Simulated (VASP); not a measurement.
# TiC: vibrations by perturbation theory with PBE

Crystal: TiC.

```
CELL_PARAMETERS angstrom
0.00000 2.20140 2.20140
2.20140 0.00000 2.20140
2.20140 2.20140 0.00000
ATOMIC_POSITIONS crystal
Ti 0.00000 0.00000 0.00000
C 0.50000 0.50000 0.50000
```

```yaml
Program: VASP 6.6.1
Task: vibrations by perturbation theory
Functional: PBE
Potentials_or_basis: VASP PAW PBE potentials, release 64 (Ti_sv, C)
Cutoff: 520 eV
k_mesh: 16 × 16 × 16
Occupations: fermi-dirac, width 0.15 eV
Spin: no spin polarisation
Dipole_correction: no
Further_INCAR_settings: ALGO = Normal; EDIFF = 1e-08; NBANDS = 15; IBRION = 8; NSW = 1
```

```yaml
Highest_phonon_frequency_at_Γ: 468 cm⁻¹
```

Phonon frequencies in cm⁻¹ (negative: imaginary):
```
              q point        frequencies
(0.000, 0.000, 0.000)  0 0 0 468 468 468
```

Run time: 8.5 min on 1 thread of Intel Xeon 8259CL, with other jobs on the host, peak memory 0.39 GiB.

Caveat: the cell stands under pressure or tension, which shifts response properties.
